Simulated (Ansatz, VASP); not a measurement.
## BP in VASP and in Ansatz

File POSCAR:

```
BP
1.0
    0.0000000000      2.2683156689      2.3136819823
    2.2683156689      0.0000000000      2.3136819823
    2.2683156689      2.2683156689      0.0000000000
B P
1 1
Direct
    0.0000000000      0.0000000000      0.0000000000
    0.2500000000      0.2500000000      0.2500000000
```

INCAR.step1

```
ALGO = Normal
EDIFF = 1E-4
ENCUT = 520
GGA = PE
ISMEAR = 0
LASPH = True
LCHARG = False
LREAL = False
LWAVE = True
NBANDS = 11
NELM = 100
PREC = Accurate
SIGMA = 0.01
```

INCAR.step2

```
ALGO = Normal
EDIFF = 1E-7
ENCUT = 520
ISIF = 2
ISMEAR = 0
ISTART = 1
LASPH = True
LCHARG = False
LMIXTAU = True
LREAL = False
LWAVE = False
METAGGA = R2SCAN
NBANDS = 11
NELM = 100
PREC = Accurate
SIGMA = 0.01
```

The input KPOINTS:

```
k-points
0
Gamma
  10 10 10
```

Input for Ansatz:

```yaml
crystal:
  lattice:
    - [0.0, 2.2683156689, 2.3136819823]
    - [2.2683156689, 0.0, 2.3136819823]
    - [2.2683156689, 2.2683156689, 0.0]
  atoms:
    - { symbol: B, position: [0.0, 0.0, 0.0] }
    - { symbol: P, position: [0.25, 0.25, 0.25] }
kpoints:
  mp_grid: { grid: [10, 10, 10] }
  band_path:
    path:
      - [0.0, 0.0, 0.0]
      - [-0.5, -0.5, 0.0]
      - [-0.375, -0.375, 0.25]
      - [-0.375, 0.0, 0.375]
      - [0.0, 0.0, 0.5]
      - [-0.5, -0.25, 0.25]
      - [0.0, 0.411458, 0.411458]
    npoints: 1
hamiltonian:
  xc: r2scan
scf:
  occupations: { method: fixed }
  n_extra_bands: 4
output:
  forces: true
  stress: true
  eigenvalues: true
```

Change from the starting cell: uniaxial_z strain +2.0%.

Alike in both runs: task single point; functional r2SCAN; k mesh 10 × 10 × 10; no spin polarisation.

|  | VASP | Ansatz |
| --- | --- | --- |
| version | VASP 6.6.1 | Ansatz 0.2.0 |
| potentials or method | VASP PAW PBE potentials, release 64 (B, P) | plane waves, PAW |
| plane-wave cutoff (eV) | 520 | 500 |
| occupations | gaussian, width 0.01 eV | fixed |
| valence electrons in the cell | 8 | 8 |

```tsv
	VASP	Ansatz	Ansatz less VASP
gap on the k mesh at the Fermi level (eV)	1.31	1.29	-0.030
pressure (GPa)	-3.7	-3.2	+0.48
traceless stress, the component that is largest in VASP (GPa)	-3.85	-3.83	+0.017
```

VASP's potentials were made for PBE, not for r2SCAN.
